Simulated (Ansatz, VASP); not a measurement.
Given: the input of a run of VASP 6.6.1 on KF.

File INCAR:

```
SYSTEM = KF
  PREC = Accurate
  ENCUT = 520
  EDIFF = 1E-7
  ISMEAR = -1
  SIGMA = 0.1
  LREAL = .FALSE.
  LASPH = .TRUE.
  NELM = 150
  ALGO = Normal
  ISIF = 2
  LWAVE = .FALSE.
  LCHARG = .TRUE.
  LNONCOLLINEAR = .TRUE.
  MAGMOM = -0.036 0.113 0.308 0 0 0
  LORBIT = 11
  GGA = PE
  LVHAR = .TRUE.
  NBANDS = 28
```

Contents of KPOINTS:

```
regular mesh
0
G
  6 6 6
  0 0 0
```

File POSCAR:

```
KF
1.0
    3.2805381124      0.0000000000      0.0000000000
    0.0000000000      3.2805381124      0.0000000000
    0.0000000000      0.0000000000      3.2805381124
K F
1 1
Direct
    0.0000000000      0.0000000000      0.0000000000
    0.5000000000      0.5000000000      0.5000000000
```

Potentials or basis: VASP PAW PBE potentials, release 64 (K_sv, F).

Run with:

```sh
$ cat potpaw_PBE.64/K_sv/POTCAR potpaw_PBE.64/F/POTCAR > POTCAR
$ mpirun -np 1 vasp_ncl > vasp.out
```

Translate it to Ansatz 0.2.0. Potentials there: all-electron LAPW, scalar-relativistic.

As run (the cutoff follows the program's own potentials):

The input input.yaml:

```yaml
crystal:
  lattice:
    - [3.2805381124, 0.0, 0.0]
    - [0.0, 3.2805381124, 0.0]
    - [0.0, 0.0, 3.2805381124]
  atoms:
    - { symbol: K, position: [0.0, 0.0, 0.0], spin: 0.33, spin_axis: [-0.109076, 0.342379, 0.933209] }
    - { symbol: F, position: [0.5, 0.5, 0.5] }
kpoints:
  mp_grid: { grid: [6, 6, 6] }
scf:
  occupations: { method: fermi_dirac, width: 0.1 }
hamiltonian:
  xc: pbe
  pseudopotentials: { kind: all_electron, lapw: { basis_error: 0.001 } }
magnetization:
  noncollinear: true
output:
  forces: true
  stress: true
  eigenvalues: true
```

Potentials or basis: all-electron LAPW, scalar-relativistic.

Run with:

```sh
$ ansatz run input.yaml --threads 1 --pin off --max-ram 2560MiB --backend cpu --events-out ev --progress --plain --runs-dir out
```

Both were run:

|  | VASP | Ansatz | Ansatz less VASP |
| --- | --- | --- | --- |
| gap on the k mesh at the Fermi level (eV) | 6.12 | 6.13 | +0.011 |
| least direct gap on the mesh (eV) | 6.18 | 6.19 | +0.010 |
| pressure (GPa) | -0.6 | -0.6 | 0.00 |
| net moment per atom (μB) | 0.00 | 0.00 | 0.000 |

Ansatz ran all-electron here, and VASP with PAW potentials.
